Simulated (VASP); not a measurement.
Wanted: the native input for a VASP 6.6.1 run.

| Item | Value |
| --- | --- |
| Task | single point |
| Functional | PBEsol |
| Potentials or basis | VASP PAW PBE potentials, release 64 (Sn_d, Nb_sv) |
| Cutoff | 520 eV |
| k mesh | 2 × 2 × 3 |
| Occupations | fermi-dirac, width 0.1 eV |
| Spin | no spin polarisation |
| Dipole correction | no |
| Further INCAR settings | LREAL = Auto; ALGO = Normal; EDIFF = 1e-06; NBANDS = 174 |

The structure of Nb7Sn16 (a cell with a defect) lies in POSCAR:

```
Nb7Sn16
1.0
    0.0000005700     11.2354140000     -0.0000003000
   -0.0000001400     -2.8088532500      9.5127110700
    4.9038181400      2.8088532500     -0.0000000700
Sn Nb
16 7
Direct
    0.2251698601      0.8292789518     -0.0313486365
    0.2893496959      0.1607973874      0.0043051877
    0.4156236575      0.6635747802      0.4629488271
    0.3320720685      0.3322016312      0.4962681706
    0.4191821948     -0.0033849291      0.3126983336
    0.0836233366      0.0000578249      0.6707145042
    0.2073659406      0.5089895023      0.1576132987
    0.0452047997      0.5025968976      0.8243831499
    0.7085385455      0.8310435540      0.0470791750
    0.7913958408      0.1695564205      0.0103010697
    0.9060672088      0.6751548808      0.5179451002
    0.8321652530      0.3389351638      0.5050669708
    0.9198102558     -0.0095029377      0.3374810050
    0.5960578382      0.0067833684      0.6417896364
    0.7111415476      0.5042426066      0.1817943977
    0.5322054198      0.4913488053      0.8518421047
    0.0648347101      0.2557755619      0.0018944420
    0.0589354182      0.2454931129      0.5017781921
    0.1922968485      0.7555572789      0.4808057576
    0.5628546738      0.2523252469      0.0018264777
    0.9409900085      0.7449363520      0.0017938202
    0.5614034131      0.2490957820      0.4991253030
    0.4821899647      0.7501870030      0.9088813457
```

The input as run:

INCAR

```
SYSTEM = Nb7Sn16
ALGO = Normal
EDIFF = 1E-6
ENCUT = 520
GGA = PS
ISIF = 2
ISMEAR = -1
LASPH = .TRUE.
LCHARG = .FALSE.
LREAL = Auto
LWAVE = .FALSE.
NBANDS = 174
NELM = 60
PREC = Accurate
SIGMA = 0.1
```

KPOINTS

```
k-points
0
G
  2 2 3
  0 0 0
```

Potentials or basis: VASP PAW PBE potentials, release 64 (Sn_d, Nb_sv).

Run with:

```console
$ cat potpaw_PBE.64/Sn_d/POTCAR potpaw_PBE.64/Nb_sv/POTCAR > POTCAR
$ mpirun -np 1 vasp_std > vasp.out
```

Results of the run:

- Pressure: -0.8 GPa
- Largest force: 1.978 eV/Å
- Band gap on the k mesh: zero (an odd number of electrons rules out a gap without spin polarisation)

Caveat: the k points lie up to 0.40 Å⁻¹ apart, too coarse for converged energies and pressures of a metal; the PAW data sets were made with another functional, which shifts forces and pressure a little; spin-orbit coupling is left out, which moves the levels of the heavy elements.

Run time: 47 min on 1 thread of Oxide Virtual Turin-like Processor, with other jobs on the host, peak memory 0.83 GiB.
